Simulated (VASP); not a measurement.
# O (Fmmm) in VASP: further runs

O is run at these levels: PBEsol; tasks: single point.

Everything below comes from runs of VASP 6.6.1. Logs are shortened: lines on timing, memory, paths and dates and some standing lists are left out, and cuts for length are marked.

## (1) The cell of the first run

The structure is orthorhombic, space group Fmmm (No. 69). The conventional cell has a = 3.250 Å, b = 3.261 Å, c = 7.770 Å, α = 90.00°, β = 90.00°, γ = 90.00°. Within 1.4 Å of O (site symmetry mm2) lie 1 O at 1.05 Å.

## (2) Single point, PBEsol (10.29 Å³/atom)

Input file INCAR:

```
SYSTEM = O
  PREC = Accurate
  ENCUT = 600
  EDIFF = 1E-6
  ISMEAR = 0
  SIGMA = 0.15
  LREAL = .False.
  LASPH = .True.
  NELM = 120
  ALGO = Normal
  ISIF = 2
  LWAVE = .False.
  LCHARG = .False.
  GGA = PS
  NBANDS = 13
  GGA_COMPAT = .False.
```

Input file KPOINTS:

```
Automatic mesh
0
Gamma
  22 22 22
  0 0 0
```

Input file POSCAR:

```
O
1.0
    0.0000000000      1.6249479837      3.8852485539
    1.6305191098      0.0000000000      3.8852485539
    1.6305191098      1.6249479837      0.0000000000
O
2
Direct
    0.0675080576      0.0675080576      0.9324919424
    0.9324919424      0.9324919424      0.0675080576
```

Potentials or basis: VASP PAW PBE potentials, release 64 (O).

The run is started by

```
$ cat potpaw_PBE.64/O/POTCAR > POTCAR
$ mpirun -np 1 vasp_std > vasp.out
```

OUTCAR:

```text
SYSTEM = O
   PREC = Accurate
   ENCUT = 600
   EDIFF = 1E-6
   ISMEAR = 0
   LREAL = .False.
   LASPH = .True.
   NELM = 120
   ISIF = 2
   GGA = PS

 ion  position               nearest neighbor table
   1  0.068  0.068  0.932-   2 1.05
   2  0.932  0.932  0.068-   1 1.05

  LATTYP: Found a face centered orthorhombic cell.
 ALAT       =     3.2498959674
 B/A-ratio  =     1.0034284950
 C/A-ratio  =     2.3909987230

  Lattice vectors:

 A1 = (   1.6305191098,   0.0000000000,  -3.8852485539)
 A2 = (   0.0000000000,   1.6249479837,  -3.8852485539)
 A3 = (   1.6305191098,   1.6249479837,   0.0000000000)

Analysis of symmetry for initial positions (statically):
=====================================================================
 Subroutine PRICEL returns:
 Original cell was already a primitive cell.

 Routine SETGRP: Setting up the symmetry group for a
 face centered orthorhombic supercell.

 Subroutine GETGRP returns: Found  8 space group operations
 (whereof  8 operations were pure point group operations)
 out of a pool of  8 trial point group operations.

The static configuration has the point symmetry D_2h.

Analysis of symmetry for dynamics (positions and initial velocities):
=====================================================================
 Subroutine PRICEL returns:
 Original cell was already a primitive cell.

 Routine SETGRP: Setting up the symmetry group for a
 face centered orthorhombic supercell.

 Subroutine GETGRP returns: Found  8 space group operations
 (whereof  8 operations were pure point group operations)
 out of a pool of  8 trial point group operations.

The dynamic configuration has the point symmetry D_2h.

 Subroutine INISYM returns: Found  8 space group operations
 (whereof  8 operations are pure point group operations),
 and found     1 'primitive' translations

----------------------------------------------------------------------------------------

                                     Primitive cell

  volume of cell :      20.5880

  direct lattice vectors                    reciprocal lattice vectors
     0.000000000  1.624947984  3.885248554    -0.306650806  0.307702157  0.128691895
     1.630519110  0.000000000  3.885248554     0.306650806 -0.307702157  0.128691895
     1.630519110  1.624947984  0.000000000     0.306650806  0.307702157 -0.128691895

  length of vectors
     4.211367032  4.213519775  2.301966228     0.453074981  0.453074981  0.453074981

  position of ions in fractional coordinates (direct lattice)
     0.067508058  0.067508058  0.932491942
     0.932491942  0.932491942  0.067508058

  ion indices of the primitive-cell ions
   primitive index   ion index
                 1           1
                 2           2

----------------------------------------------------------------------------------------

 KPOINTS: Automatic mesh

Automatic generation of k-mesh.
 Grid dimensions read from file:
 generate k-points for:   22   22   22

 Generating k-lattice:

  Cartesian coordinates                     Fractional coordinates (reciprocal lattice)
    -0.013938673  0.013986462  0.005849632     0.045454545  0.000000000  0.000000000
     0.013938673 -0.013986462  0.005849632     0.000000000  0.045454545  0.000000000
     0.013938673  0.013986462 -0.005849632     0.000000000  0.000000000  0.045454545

  Length of vectors
     0.020594317  0.020594317  0.020594317

  Shift w.r.t. Gamma in fractional coordinates (k-lattice)
     0.000000000  0.000000000  0.000000000

 Subroutine IBZKPT returns following result:
 ===========================================

 Found   1530 irreducible k-points:

 Following reciprocal coordinates:
            Coordinates               Weight
  0.000000  0.000000  0.000000      1.000000
  0.045455 -0.000000 -0.000000      8.000000
  0.090909 -0.000000 -0.000000      8.000000
  0.136364  0.000000 -0.000000      8.000000
  0.181818  0.000000 -0.000000      8.000000
  0.227273 -0.000000 -0.000000      8.000000
[... 16 lines left out ...]
  0.500000  0.045455 -0.000000      8.000000
 -0.454545  0.045455  0.000000      8.000000
 [... further k-points ...]
   k-points           NKPTS =   1530   k-points in BZ     NKDIM =   1530   number of bands    NBANDS=     13
   number of dos      NEDOS =    301   number of ions     NIONS =      2
   total plane-waves  NPLWV =  23328
   dimension x,y,z NGX =    36 NGY =   36 NGZ =   18
   dimension x,y,z NGXF=    72 NGYF=   72 NGZF=   36
   ions per type =               2
   NGX,Y,Z   is equivalent  to a cutoff of  14.21, 14.20, 13.00 a.u.
   NGXF,Y,Z  is equivalent  to a cutoff of  28.42, 28.41, 26.00 a.u.
 SYSTEM =  O
   PREC   = accura    normal or accurate (medium, high low for compatibility)
   ISTART =      0    job   : 0-new  1-cont  2-samecut
   ICHARG =      2    charge: 1-file 2-atom 10-const
   ISPIN  =      1    spin polarized calculation?
   LNONCOLLINEAR =      F non collinear calculations
   LSORBIT =      F    spin-orbit coupling
   LASPH  =      T    aspherical Exc in radial PAW
   ENCUT  =  600.0 eV  44.10 Ry    6.64 a.u.   8.41  8.42  4.60*2*pi/ulx,y,z
   NELM   =    120;   NELMIN=  2; NELMDL= -5     # of ELM steps
   EDIFF  = 0.1E-05   stopping-criterion for ELM
   LREAL  =      F    real-space projection
   EDIFFG = 0.1E-04   stopping-criterion for IOM
   NSW    =      0    number of steps for IOM
   IBRION =     -1    ionic relax: 0-MD 1-quasi-New 2-CG
   NFREE  =      0    steps in history (QN), initial steepest desc. (CG)
   ISIF   =      2    stress and relaxation
   ISYM   =      2    0-nonsym 1-usesym 2-fastsym
   POTIM  = 0.5000    time-step for ionic-motion
   TEBEG  =    0.0;   TEEND  =   0.0 temperature during run
   PSTRESS=    0.0 pullay stress
   NELECT =      12.0000    total number of electrons
   NUPDOWN=      -1.0000    fix difference up-down
   EMIN   =  10.00;   EMAX   =-10.00  energy-range for DOS
   EFERMI =   0.00;   METHOD = LEGACY
   ISMEAR =     0;   SIGMA  =   0.15  broadening in eV -4-tet -1-fermi 0-gaus
   EFERMI_NEDOS =   21; number of points for ismear=-14 and -15
   IALGO  =     38    algorithm
   IMIX   =      4    mixing-type and parameters
     AMIX     =   0.40;   BMIX     =  1.00
     AMIX_MAG =   1.60;   BMIX_MAG =  1.00
  volume/ion in A,a.u.               =      10.29        69.47
  Fermi-wavevector in a.u.,A,eV,Ry     =   1.367510  2.584219 25.444034  1.870084
  Thomas-Fermi vector in A             =   2.493556
   LORBIT       =      0    0 simple, 1 ext, 2 COOP (PROOUT), +10 PAW based schemes
   GGA     = PS    functional components
   LHFCALC =     F    Hartree Fock is set to
   AEXX    =    0.0000 exact exchange contribution
   IVDW    =     0    specifies the selected vdW correction
   LEPSILON=     F    determine dielectric tensor
   LRPA    =     F    only Hartree local field effects (RPA)
 non-spin polarized calculation
 Gauss-broadening in eV      SIGMA  =   0.15
  energy-cutoff  :      600.00
  volume of cell :       20.59
 maximum number of plane-waves:       713
 NGX is ok and might be reduce to    36
   NGX = 17   NGY = 17   NGZ =  9

 number of electron      12.0000004 magnetization

 Free energy of the ion-electron system (eV)
  ---------------------------------------------------
  ext. energy  EPLUGINS =         0.00000000
  ---------------------------------------------------
  free energy    TOTEN  =        -8.47019901 eV

  energy without entropy =       -8.45998820  energy(sigma->0) =       -8.46509361

 E-fermi :   2.3956     XC(G=0):  -9.8428

 val. band max:        2.3950735289   @ k =  -0.2727   0.4545   0.2727
 cond. band min:       2.3956420895   @ k =   0.2273   0.4545   0.1364
 fundamental gap:      0.0005685606
 Fermi energy:         2.3956270485

 k-point     1 :       0.0000    0.0000    0.0000
  band No.  band energies     occupation
      1     -31.1218      2.00000
      2     -12.7808      2.00000
      3      -8.5270      2.00000
      4      -6.2594      2.00000
      5      -6.2502      2.00000
      6       4.0776      0.00000
      7       4.0860      0.00000
      8      11.1821      0.00000
      9      12.3499      0.00000
     10      18.3343      0.00000
     11      20.1980      0.00000
     12      20.6525      0.00000
     13      28.3894      0.00000

 k-point     2 :       0.0455   -0.0000   -0.0000
  band No.  band energies     occupation
      1     -31.1084      2.00000
      2     -12.7615      2.00000
      3      -8.5314      2.00000
      4      -6.3193      2.00000
      5      -6.2459      2.00000
      6       3.9910      0.00000
      7       4.0903      0.00000
      8      11.1993      0.00000
      9      12.4441      0.00000
     10      18.3557      0.00000
     11      20.2606      0.00000
     12      20.7266      0.00000
     13      28.1982      0.00000

 k-point     3 :       0.0909   -0.0000   -0.0000
  band No.  band energies     occupation
      1     -31.0681      2.00000
      2     -12.7039      2.00000
      3      -8.5549      2.00000
      4      -6.4895      2.00000
      5      -6.2207      2.00000
      6       3.7296      0.00000
      7       4.1147      0.00000
      8      11.2495      0.00000
      9      12.7194      0.00000
     10      18.4158      0.00000
     11      20.4390      0.00000
     12      20.9363      0.00000
     13      27.6638      0.00000
[... 305 lines left out ...]
 k-point    23 :       0.5000    0.0455   -0.0000
  band No.  band energies     occupation
      1     -30.4088      2.00000
      2     -11.6485      2.00000
      3     -10.6694      2.00000
      4      -6.6836      2.00000
      5      -5.8165      2.00000
      6       0.0688      2.00000
      7       4.5007      0.00000
      8      13.2865      0.00000
      9      16.3393      0.00000
     10      18.3133      0.00000
     11      19.7265      0.00000
     12      21.5188      0.00000
     13      27.0285      0.00000

 k-point    24 :      -0.4545    0.0455    0.0000
  band No.  band energies     occupation
      1     -30.3929      2.00000
      2     -11.6062      2.00000
      3     -10.7334      2.00000
      4      -6.6809      2.00000
      5      -5.8067      2.00000
      6      -0.0144      2.00000
      7       4.5080      0.00000
      8      13.4721      0.00000
      9      16.1985      0.00000
     10      18.7255      0.00000
     11      19.4379      0.00000
     12      21.3091      0.00000
     13      27.1562      0.00000

 [... further k-points ...]

------------------------ aborting loop because EDIFF is reached ----------------------------------------

  FORCE on cell =-STRESS in cart. coord.  units (eV):
  Direction    XX          YY          ZZ          XY          YZ          ZX
  --------------------------------------------------------------------------------------
  -------------------------------------------------------------------------------------
  Total        0.1892831      0.1929286     27.2510381      0.0000000      0.0000000      0.0000000
  in kB       14.7301845     15.0138812   2120.7011577      0.0000000      0.0000000      0.0000000
  external PRESSURE =     716.8150745 kB  Pullay stress =       0.0000000 kB

 VOLUME and BASIS-vectors are now :
 -----------------------------------------------------------------------------
  energy-cutoff  :      600.00
  volume of cell :       20.59
      direct lattice vectors                 reciprocal lattice vectors
     0.000000000  1.624947984  3.885248554    -0.306650806  0.307702157  0.128691895
     1.630519110  0.000000000  3.885248554     0.306650806 -0.307702157  0.128691895
     1.630519110  1.624947984  0.000000000     0.306650806  0.307702157 -0.128691895

 POSITION                                       TOTAL-FORCE (eV/Angst)
 -----------------------------------------------------------------------------------
      1.63052      1.62495      0.52457         0.000000      0.000000     25.997579
      1.63052      1.62495      7.24593         0.000000      0.000000    -25.997579
 -----------------------------------------------------------------------------------
    total drift:                                0.000000      0.000000      0.000000

  FREE ENERGIE OF THE ION-ELECTRON SYSTEM (eV)
  ---------------------------------------------------
  free  energy   TOTEN  =        -8.4701990147 eV

  energy  without entropy=       -8.4599881987  energy(sigma->0) =       -8.46509361
```

It took 17 min on 1 thread of Oxide Virtual Turin-like, shared host; peak memory 0.44 GiB.

What came out:

```
Free energy            : -8.4702 eV
Pressure               : 71.7 GPa
Largest force          : 25.998 eV/Å
Band gap on the k mesh : zero (bands 6 and 7 overlap by 3.03 eV)
```

Forces in eV/Å, atoms in the order of the input:
```
O     0.000   0.000  25.998
O     0.000   0.000 -25.998
```

Caveat: the standard files for N, O and F lose accuracy on very short bonds; spin is off for a triplet molecule; the stress differs along the axes, from 1 to 212 GPa; this functional lacks dispersion, which holds the molecules together, so the pressure and a relaxed volume are unreliable; the PAW data sets were made with another functional, which shifts forces and pressure a little.

[end of part 1 of 3]
